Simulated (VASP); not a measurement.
# BeCu2Si2 (I4/mmm) in VASP: further runs

BeCu2Si2 is run at these levels: r2SCAN; tasks: single point.

All numbers are computed with VASP 6.6.1; they aren't measurements. Logs are shortened: lines on timing, memory, paths and dates and some standing lists are left out, and cuts for length are marked.

## 1. The cell of the first run

The structure is tetragonal, space group I4/mmm (No. 139). The conventional cell has a = 3.545 Å, b = 3.545 Å, c = 9.032 Å, α = 90.00°, β = 90.00°, γ = 90.00°. Cu (site symmetry -4m2) has 4 Si at 2.07 Å and 4 Cu at 2.51 Å within 2.7 Å. Within 2.7 Å of Si (site symmetry 4mm) lie 4 Cu at 2.07 Å and 1 Si at 2.38 Å. Within 3.7 Å of Be (site symmetry 4/mmm) lie 10 Si at 2.78 to 3.32 Å and 8 Cu at 2.87 Å and 4 Be at 3.54 Å.

## 2. Single point, r2SCAN

File POSCAR:

```
BeCu2Si2
1.0
    0.0000000000      3.5447480000      0.0000000000
    3.5447480000      0.0000000000      0.0000000000
    1.7723740000      1.7723740000     -4.5158940000
Cu Si Be
2 2 1
Direct
    0.7500000000      0.2500000000      0.5000000000
    0.2500000000      0.7500000000      0.5000000000
    0.3680000000      0.3680000000      0.2640000000
    0.6320000000      0.6320000000      0.7360000000
    0.0000000000      0.0000000000      0.0000000000
```

File INCAR.step1:

```
PREC = Accurate
ENCUT = 520
ISMEAR = -1
SIGMA = 0.1
LREAL = F
LASPH = T
NELM = 100
NBANDS = 24
GGA = PE
ALGO = Normal
EDIFF = 1E-4
LWAVE = T
LCHARG = F
```

File INCAR.step2:

```
PREC = Accurate
ENCUT = 520
EDIFF = 1E-6
ISMEAR = -1
SIGMA = 0.1
LREAL = F
LASPH = T
NELM = 100
ALGO = Normal
ISIF = 2
LWAVE = F
LCHARG = F
METAGGA = R2SCAN
LMIXTAU = T
NBANDS = 24
ISTART = 1
```

File KPOINTS:

```
regular mesh
0
Gamma
  6 6 6
```

Potentials or basis: VASP PAW PBE potentials, release 64 (Cu, Si, Be).

The run is started by

```console
$ cat potpaw_PBE.64/Cu/POTCAR potpaw_PBE.64/Si/POTCAR potpaw_PBE.64/Be/POTCAR > POTCAR
$ cp INCAR.step1 INCAR
$ mpirun -np 1 vasp_std > vasp.out
$ cp INCAR.step2 INCAR
$ mpirun -np 1 vasp_std > vasp.out
```

OUTCAR:

```text
PREC = Accurate
   ENCUT = 520
   EDIFF = 1E-6
   ISMEAR = -1
   LREAL = F
   LASPH = T
   NELM = 100
   ISIF = 2
   METAGGA = R2SCAN
   ISTART = 1

 ion  position               nearest neighbor table
   1  0.750  0.250  0.500-   3 2.07   4 2.07   3 2.07   4 2.07   2 2.51   2 2.51   2 2.51   2 2.51

   2  0.250  0.750  0.500-   3 2.07   4 2.07   3 2.07   4 2.07   1 2.51   1 2.51   1 2.51   1 2.51

   3  0.368  0.368  0.264-   1 2.07   2 2.07   2 2.07   1 2.07   4 2.38
   4  0.632  0.632  0.736-   1 2.07   2 2.07   2 2.07   1 2.07   3 2.38
   5  0.000  0.000  0.000-

  LATTYP: Found a body centered tetragonal cell.
 ALAT       =     3.5447480000
 C/A-ratio  =     2.5479351424

  Lattice vectors:

 A1 = (  -1.7723740000,   1.7723740000,   4.5158940000)
 A2 = (   1.7723740000,  -1.7723740000,   4.5158940000)
 A3 = (   1.7723740000,   1.7723740000,  -4.5158940000)

Analysis of symmetry for initial positions (statically):
=====================================================================
 Subroutine PRICEL returns:
 Original cell was already a primitive cell.

 Routine SETGRP: Setting up the symmetry group for a
 body centered tetragonal supercell.

 Subroutine GETGRP returns: Found 16 space group operations
 (whereof 16 operations were pure point group operations)
 out of a pool of 16 trial point group operations.

The static configuration has the point symmetry D_4h.

Analysis of symmetry for dynamics (positions and initial velocities):
=====================================================================
 Subroutine PRICEL returns:
 Original cell was already a primitive cell.

 Routine SETGRP: Setting up the symmetry group for a
 body centered tetragonal supercell.

 Subroutine GETGRP returns: Found 16 space group operations
 (whereof 16 operations were pure point group operations)
 out of a pool of 16 trial point group operations.

The dynamic configuration has the point symmetry D_4h.

 Subroutine INISYM returns: Found 16 space group operations
 (whereof 16 operations are pure point group operations),
 and found     1 'primitive' translations

----------------------------------------------------------------------------------------

                                     Primitive cell

  volume of cell :      56.7433

  direct lattice vectors                    reciprocal lattice vectors
     0.000000000  3.544748000  0.000000000     0.000000000  0.282107501  0.110720048
     3.544748000  0.000000000  0.000000000     0.282107501  0.000000000  0.110720048
     1.772374000  1.772374000 -4.515894000     0.000000000  0.000000000 -0.221440096

  length of vectors
     3.544748000  3.544748000  5.164873455     0.303057043  0.303057043  0.221440096

  position of ions in fractional coordinates (direct lattice)
     0.750000000  0.250000000  0.500000000
     0.250000000  0.750000000  0.500000000
     0.368000000  0.368000000  0.264000000
     0.632000000  0.632000000  0.736000000
     0.000000000  0.000000000  0.000000000

  ion indices of the primitive-cell ions
   primitive index   ion index
                 1           1
                 2           2
                 3           3
                 4           4
                 5           5

----------------------------------------------------------------------------------------

 KPOINTS: regular mesh

Automatic generation of k-mesh.
 Grid dimensions read from file:
 generate k-points for:    6    6    6

 Generating k-lattice:

  Cartesian coordinates                     Fractional coordinates (reciprocal lattice)
     0.000000000  0.047017917  0.018453341     0.166666667  0.000000000 -0.000000000
     0.047017917  0.000000000  0.018453341     0.000000000  0.166666667 -0.000000000
     0.000000000  0.000000000 -0.036906683     0.000000000  0.000000000  0.166666667

  Length of vectors
     0.050509507  0.050509507  0.036906683

  Shift w.r.t. Gamma in fractional coordinates (k-lattice)
     0.000000000  0.000000000  0.000000000

 Subroutine IBZKPT returns following result:
 ===========================================

 Found     30 irreducible k-points:

 Following reciprocal coordinates:
            Coordinates               Weight
  0.000000  0.000000  0.000000      1.000000
  0.166667  0.000000  0.000000      8.000000
  0.333333  0.000000  0.000000      8.000000
  0.500000  0.000000  0.000000      4.000000
  0.166667  0.166667  0.000000      8.000000
  0.333333  0.166667  0.000000     16.000000
[... 16 lines left out ...]
 -0.333333 -0.333333  0.166667      4.000000
 -0.166667 -0.333333  0.166667     16.000000
 [... further k-points ...]
   k-points           NKPTS =     30   k-points in BZ     NKDIM =     30   number of bands    NBANDS=     24
   number of dos      NEDOS =    301   number of ions     NIONS =      5
   total plane-waves  NPLWV =  31360
   dimension x,y,z NGX =    28 NGY =   28 NGZ =   40
   dimension x,y,z NGXF=    56 NGYF=   56 NGZF=   80
   ions per type =               2   2   1
   NGX,Y,Z   is equivalent  to a cutoff of  13.13, 13.13, 12.88 a.u.
   NGXF,Y,Z  is equivalent  to a cutoff of  26.26, 26.26, 25.75 a.u.
 SYSTEM =  unknown system
   PREC   = accura    normal or accurate (medium, high low for compatibility)
   ISTART =      1    job   : 0-new  1-cont  2-samecut
   ICHARG =      0    charge: 1-file 2-atom 10-const
   ISPIN  =      1    spin polarized calculation?
   LNONCOLLINEAR =      F non collinear calculations
   LSORBIT =      F    spin-orbit coupling
   LASPH  =      T    aspherical Exc in radial PAW
   ENCUT  =  520.0 eV  38.22 Ry    6.18 a.u.   6.59  6.59  9.60*2*pi/ulx,y,z
   NELM   =    100;   NELMIN=  2; NELMDL=  0     # of ELM steps
   EDIFF  = 0.1E-05   stopping-criterion for ELM
   LREAL  =      F    real-space projection
   EDIFFG = 0.1E-04   stopping-criterion for IOM
   NSW    =      0    number of steps for IOM
   IBRION =     -1    ionic relax: 0-MD 1-quasi-New 2-CG
   NFREE  =      0    steps in history (QN), initial steepest desc. (CG)
   ISIF   =      2    stress and relaxation
   ISYM   =      2    0-nonsym 1-usesym 2-fastsym
   POTIM  = 0.5000    time-step for ionic-motion
   TEBEG  =    0.0;   TEEND  =   0.0 temperature during run
   PSTRESS=    0.0 pullay stress
   NELECT =      32.0000    total number of electrons
   NUPDOWN=      -1.0000    fix difference up-down
   EMIN   =  10.00;   EMAX   =-10.00  energy-range for DOS
   EFERMI =   0.00;   METHOD = LEGACY
   ISMEAR =    -1;   SIGMA  =   0.10  broadening in eV -4-tet -1-fermi 0-gaus
   EFERMI_NEDOS =   21; number of points for ismear=-14 and -15
   IALGO  =     38    algorithm
   IMIX   =      4    mixing-type and parameters
     AMIX     =   0.40;   BMIX     =  1.00
     AMIX_MAG =   1.60;   BMIX_MAG =  1.00
  volume/ion in A,a.u.               =      11.35        76.58
  Fermi-wavevector in a.u.,A,eV,Ry     =   1.352550  2.555949 24.890383  1.829392
  Thomas-Fermi vector in A             =   2.479879
   LORBIT       =      0    0 simple, 1 ext, 2 COOP (PROOUT), +10 PAW based schemes
   METAGGA = R2SCAN    functional components
   LHFCALC =     F    Hartree Fock is set to
   AEXX    =    0.0000 exact exchange contribution
   IVDW    =     0    specifies the selected vdW correction
   LEPSILON=     F    determine dielectric tensor
   LRPA    =     F    only Hartree local field effects (RPA)
 non-spin polarized calculation
  energy-cutoff  :      520.00
  volume of cell :       56.74
 maximum number of plane-waves:      1553
 NGX is ok and might be reduce to    28
   NGX = 13   NGY = 13   NGZ = 19

 number of electron      31.9999998 magnetization

 Free energy of the ion-electron system (eV)
  ---------------------------------------------------
  ext. energy  EPLUGINS =         0.00000000
  ---------------------------------------------------
  free energy    TOTEN  =       -38.29336018 eV

  energy without entropy =      -38.24617123  energy(sigma->0) =      -38.26976570

 E-fermi :   9.9743     XC(G=0): -12.6978

 val. band max:        9.9616942688   @ k =   0.5000   0.1667   0.0000
 cond. band min:      10.0882290912   @ k =  -0.3333   0.0000   0.3333
 fundamental gap:      0.1265348224
 Fermi energy:         9.9742514442

 k-point     1 :       0.0000    0.0000    0.0000
  band No.  band energies     occupation
      1      -4.4662      2.00000
      2       0.5752      2.00000
      3       1.6897      2.00000
      4       2.9108      2.00000
      5       3.0320      2.00000
      6       3.0321      2.00000
[... 16 lines left out ...]
     23      17.4259      0.00000
     24      20.7488      0.00000

 k-point     2 :       0.1667    0.0000    0.0000
  band No.  band energies     occupation
      1      -4.0967      2.00000
      2       0.4777      2.00000
      3       1.8828      2.00000
      4       2.8854      2.00000
      5       2.9174      2.00000
      6       3.2342      2.00000
[... 16 lines left out ...]
     23      16.5671      0.00000
     24      18.7660      0.00000

 k-point     3 :       0.3333    0.0000    0.0000
  band No.  band energies     occupation
      1      -3.0449      2.00000
      2       0.0728      2.00000
      3       2.2576      2.00000
      4       2.4382      2.00000
      5       3.0901      2.00000
      6       3.6486      2.00000
[... 16 lines left out ...]
     23      18.2688      0.00000
     24      18.7339      0.00000
[... 514 lines left out ...]
 k-point    23 :      -0.3333   -0.3333    0.1667
  band No.  band energies     occupation
      1      -0.8550      2.00000
      2      -0.6817      2.00000
      3       1.9292      2.00000
      4       2.4192      2.00000
      5       2.7168      2.00000
      6       3.6110      2.00000
[... 16 lines left out ...]
     23      18.1866      0.00000
     24      20.1838      0.00000

 k-point    24 :      -0.1667   -0.3333    0.1667
  band No.  band energies     occupation
      1      -1.9535      2.00000
      2      -0.8991      2.00000
      3       1.8427      2.00000
      4       2.6966      2.00000
      5       2.9763      2.00000
      6       3.4373      2.00000
[... 16 lines left out ...]
     23      16.5603      0.00000
     24      18.6989      0.00000

 [... further k-points ...]

------------------------ aborting loop because EDIFF is reached ----------------------------------------

  FORCE on cell =-STRESS in cart. coord.  units (eV):
  Direction    XX          YY          ZZ          XY          YZ          ZX
  --------------------------------------------------------------------------------------
  -------------------------------------------------------------------------------------
  Total       20.0732043     20.0732043     13.4662451      0.0000000      0.0000000      0.0000000
  in kB      566.7777794    566.7777794    380.2267145      0.0000000      0.0000000      0.0000000
  external PRESSURE =     504.5940911 kB  Pullay stress =       0.0000000 kB

 VOLUME and BASIS-vectors are now :
 -----------------------------------------------------------------------------
  energy-cutoff  :      520.00
  volume of cell :       56.74
      direct lattice vectors                 reciprocal lattice vectors
     0.000000000  3.544748000  0.000000000     0.000000000  0.282107501  0.110720048
     3.544748000  0.000000000  0.000000000     0.282107501  0.000000000  0.110720048
     1.772374000  1.772374000 -4.515894000     0.000000000  0.000000000 -0.221440096

 POSITION                                       TOTAL-FORCE (eV/Angst)
 -----------------------------------------------------------------------------------
      1.77237      3.54475     -2.25795        -0.000000      0.000000      0.000000
      3.54475      1.77237     -2.25795         0.000000     -0.000000      0.000000
      1.77237      1.77237     -1.19220         0.000000      0.000000      7.260765
      3.54475      3.54475     -3.32370        -0.000000     -0.000000     -7.260765
      0.00000      0.00000      0.00000         0.000000      0.000000      0.000000
 -----------------------------------------------------------------------------------
    total drift:                               -0.000000     -0.000000     -0.000000

  FREE ENERGIE OF THE ION-ELECTRON SYSTEM (eV)
  ---------------------------------------------------
  free  energy   TOTEN  =       -38.2933601770 eV

  energy  without entropy=      -38.2461712320  energy(sigma->0) =      -38.26976570
```

It took 84 s on 1 thread of Intel Xeon 6975P-C (Granite Rapids), shared host; peak memory 0.2 GiB.

Results:

```
Free energy            : -38.2934 eV
Pressure               : 50.5 GPa
Largest force          : 7.261 eV/Å
Band gap on the k mesh : zero (band 16 reaches 12.54 eV, above the bottom of band 17 at 8.12 eV)
```

Forces in eV/Å, atoms in the order of the input:
```
Cu   0.000  0.000  0.000
Cu   0.000  0.000  0.000
Si   0.000  0.000  7.261
Si   0.000  0.000 -7.261
Be   0.000  0.000  0.000
```

Caveat: the PAW data sets were made with another functional, which shifts forces and pressure a little.

## 3. Single point, r2SCAN

POSCAR is that of step 2.

File INCAR.step1:

```
SYSTEM = BeCu2Si2
ALGO = Normal ; EDIFF = 1E-4
ENCUT = 520 ; GGA = PE
ISMEAR = -1 ; LASPH = .True.
LCHARG = .False. ; LREAL = .False.
LWAVE = .True. ; NBANDS = 24
NELM = 80 ; PREC = Accurate
SIGMA = 0.1
```

File INCAR.step2:

```
SYSTEM = BeCu2Si2
ALGO = Normal ; EDIFF = 1E-6
ENCUT = 520 ; ISIF = 2
ISMEAR = -1 ; ISTART = 1
LASPH = .True. ; LCHARG = .True.
LELF = .True. ; LMIXTAU = .True.
LREAL = .False. ; LVHAR = .True.
LWAVE = .False. ; METAGGA = R2SCAN
NBANDS = 24 ; NELM = 80
PREC = Accurate ; SIGMA = 0.1
```

File KPOINTS:

```
k-points
0
Gamma
  6 6 6
  0 0 0
```

Potentials or basis: VASP PAW PBE potentials, release 64 (Cu, Si, Be).

The run is started by

```console
$ cat potpaw_PBE.64/Cu/POTCAR potpaw_PBE.64/Si/POTCAR potpaw_PBE.64/Be/POTCAR > POTCAR
$ cp INCAR.step1 INCAR
$ mpirun -np 1 vasp_std > vasp.out
$ cp INCAR.step2 INCAR
$ mpirun -np 1 vasp_std > vasp.out
```

Run time: 90 s. Hardware: 1 thread of Intel Xeon 6975P-C (Granite Rapids), shared host; peak memory 0.2 GiB.

It converged, with:

| Quantity | Value |
| --- | --- |
| Free energy | -38.2934 eV |
| Pressure | 50.5 GPa |
| Largest force | 7.261 eV/Å |
| Band gap on the k mesh | zero (band 16 reaches 12.54 eV, above the bottom of band 17 at 8.12 eV) |

Forces on the atoms (eV/Å):
```
Cu   0.000  0.000  0.000
Cu   0.000  0.000  0.000
Si   0.000  0.000  7.261
Si   0.000  0.000 -7.261
Be   0.000  0.000  0.000
```

Stress tensor (GPa, compression positive):
```
56.68  0.00  0.00
 0.00 56.68  0.00
 0.00  0.00 38.02
```

Levels at points of the mesh, in eV from the Fermi level:
```tsv
k point	band 14	band 15	band 16	band 17	band 18	band 19
(0.00, 0.00, 0.00)	-1.98	-1.98	0.59	0.59	1.93	3.02
(0.50, 0.00, 0.00)	-3.61	0.37	0.92	1.56	2.49	3.20
(0.50, 0.50, 0.00)	-4.28	-3.48	-2.72	-0.90	0.16	2.07
(0.00, 0.00, 0.50)	-3.16	0.65	2.23	2.28	3.81	4.11
```

Caveat: the PAW data sets were made with another functional, which shifts forces and pressure a little.

## 4. Single point, r2SCAN

POSCAR is that of step 3.

File INCAR.step1:

```
SYSTEM = BeCu2Si2
  PREC = Accurate
  ENCUT = 520
  ISMEAR = -1
  SIGMA = 0.1
  LREAL = .False.
  LASPH = .True.
  NELM = 60
  ISYM = 0
  NBANDS = 24
  GGA = PE
  ALGO = Normal
  EDIFF = 1E-4
  LWAVE = .True.
  LCHARG = .False.
```

File INCAR.step2:

```
SYSTEM = BeCu2Si2
  PREC = Accurate
  ENCUT = 520
  EDIFF = 1E-6
  ISMEAR = -1
  SIGMA = 0.1
  LREAL = .False.
  LASPH = .True.
  NELM = 60
  ALGO = Normal
  ISIF = 2
  LWAVE = .False.
  LCHARG = .False.
  METAGGA = R2SCAN
  LMIXTAU = .True.
  ISYM = 0
  NBANDS = 24
  ISTART = 1
```

File KPOINTS:

```
Automatic mesh
0
Gamma
  6 6 6
  0.5 0.5 0.5
```

The run is started by

```console
$ cat potpaw_PBE.64/Cu/POTCAR potpaw_PBE.64/Si/POTCAR potpaw_PBE.64/Be/POTCAR > POTCAR
$ cp INCAR.step1 INCAR
$ mpirun -np 1 vasp_std > vasp.out
$ cp INCAR.step2 INCAR
$ mpirun -np 1 vasp_std > vasp.out
```

Wall time 8.8 min (1 thread of Intel Xeon 6975P-C (Granite Rapids), shared host); peak memory 0.38 GiB.

The run converged. Its results:

```
Free energy            : -38.2866 eV
Pressure               : 50.3 GPa
Largest force          : 7.258 eV/Å
Band gap on the k mesh : zero (band 16 reaches 12.56 eV, above the bottom of band 17 at 8.17 eV)
```

Forces on the atoms (eV/Å):
```
Cu   0.000  0.000  0.000
Cu   0.000  0.000  0.000
Si   0.000  0.000  7.258
Si   0.000  0.000 -7.258
Be   0.000  0.000  0.000
```

Stress tensor (GPa, compression positive):
```
55.70  0.00  0.00
 0.00 55.70  0.00
 0.00  0.00 39.48
```

Levels at points of the mesh, in eV from the Fermi level:
```tsv
k point	band 13	band 14	band 15	band 16	band 17	band 18	band 19	band 20
(0.08, 0.08, 0.08)	-3.61	-2.34	-2.12	-0.34	-0.05	2.94	3.91	4.24
```

Caveat: the PAW data sets were made with another functional, which shifts forces and pressure a little.
